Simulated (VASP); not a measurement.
The system is In2O3.

```
In O
1.0
     2.74350    1.58396    4.83667
    -2.74350    1.58396    4.83667
     0.00000   -3.16792    4.83667
In O
4 6
Direct
  0.35731 0.35731 0.35731
  0.14269 0.14269 0.14269
  0.64269 0.64269 0.64269
  0.85731 0.85731 0.85731
  0.54800 0.95200 0.25000
  0.25000 0.54800 0.95200
  0.95200 0.25000 0.54800
  0.45200 0.04800 0.75000
  0.75000 0.45200 0.04800
  0.04800 0.75000 0.45200
```

```yaml
Program: VASP 6.6.1
Task: relaxation of cell and atoms
Functional: PBE
Potentials_or_basis: VASP PAW PBE potentials, release 64 (In_d, O)
Cutoff: 600 eV
k_mesh: 6 × 6 × 6
Occupations: gaussian, width 0.1 eV
Spin: no spin polarisation
```

At the start: pressure 8.8 GPa; volume 12.61 Å³/atom.

How do energy, volume and symmetry change on relaxing?

Over 5 steps the energy falls by 17.5 meV/atom and the volume is 13.26 Å³/atom (+5.1 %); space group R-3c (No. 167, to 0.1 Å) before and after.

Step by step:
```csv
step,energy change (eV),largest force (eV/Å),pressure (GPa),volume (Å³)
1,0.0000,0.1390,8.82,126.11
2,-0.0296,0.0726,-6.66,139.20
3,-0.1740,0.0658,-0.07,132.69
4,-0.1739,0.0670,0.08,132.56
5,-0.1751,0.0292,0.10,132.56
```

Final structure:
```
In O
1.0
     2.79115    1.61147    4.91213
    -2.79115    1.61147    4.91213
     0.00000   -3.22294    4.91213
In O
4 6
Cartesian
  0.0000 0.0000 5.2643
  0.0000 0.0000 2.1039
  0.0000 0.0000 9.4721
  0.0000 0.0000 12.6325
  -1.1340 1.6115 8.5962
  -0.8286 -1.7878 8.5962
  1.9626 0.1763 8.5962
  1.1340 -1.6115 6.1402
  0.8286 1.7878 6.1402
  -1.9626 -0.1763 6.1402
```
